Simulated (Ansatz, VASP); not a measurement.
**Two plane-wave programs on Mo**

INCAR

```
SYSTEM = Mo
ALGO = Fast
EDIFF = 1E-7
ENCUT = 520
GGA = PS
ISIF = 2
ISMEAR = 0
LASPH = .True.
LCHARG = .False.
LREAL = .False.
LWAVE = .False.
NBANDS = 13
NELM = 80
PREC = Accurate
SIGMA = 0.15
```

File KPOINTS:

```
k-points
0
Gamma
  18 18 18
  0 0 0
```

POSCAR

```
Mo
1.0
    2.9748675570      0.0000000000      0.0000000000
   -1.4874337785      2.1617321154      0.0000000000
    0.0000000000      0.0000000000      2.5551807000
Mo
1
Direct
    0.0000000000      0.0000000000      0.5000000000
```

Input for Ansatz:

```yaml
crystal:
  lattice:
    - [2.974867557, 0.0, 0.0]
    - [-1.4874337785, 2.1617321154, 0.0]
    - [0.0, 0.0, 2.5551807]
  atoms:
    - { symbol: Mo, position: [0.0, 0.0, 0.5] }
basis:
  ecutwfc: 420
kpoints:
  mp_grid: { grid: [18, 18, 18] }
hamiltonian:
  xc: pbesol
scf:
  occupations: { method: gaussian, width: 0.15 }
output:
  forces: true
  stress: true
  eigenvalues: true
  write_density: true
  write_potential: true
  elf: true
  volumetric_format: npy
```

Change from the starting cell: strain +0.0875 x Voigt [1, -1, 0, 0, 0, 0], atoms carried along.

Alike in both runs: task single point; functional PBEsol; k mesh 18 × 18 × 18; occupations gaussian, width 0.15 eV; no spin polarisation.

```csv
,VASP,Ansatz
version,VASP 6.6.1,Ansatz 0.2.0
potentials or method,"VASP PAW PBE potentials, release 64 (Mo_sv), cutoff 520 eV","scalar-relativistic, plane waves, PAW"
valence electrons in the cell,14,14
```

|  | VASP | Ansatz | Ansatz less VASP |
| --- | --- | --- | --- |
| gap on the k mesh at the Fermi level (eV) | none | none | - |
| pressure (GPa) | 0.2 | -0.3 | -0.54 |
| traceless stress, the component that is largest in VASP (GPa) | -5.14 | -5.22 | -0.086 |

VASP's potentials were made for PBE, not for PBEsol. A gap of «none» marks a metal or a gap that the smearing closes. With one functional, cell and mesh, what is left measures potentials, basis and numerics.
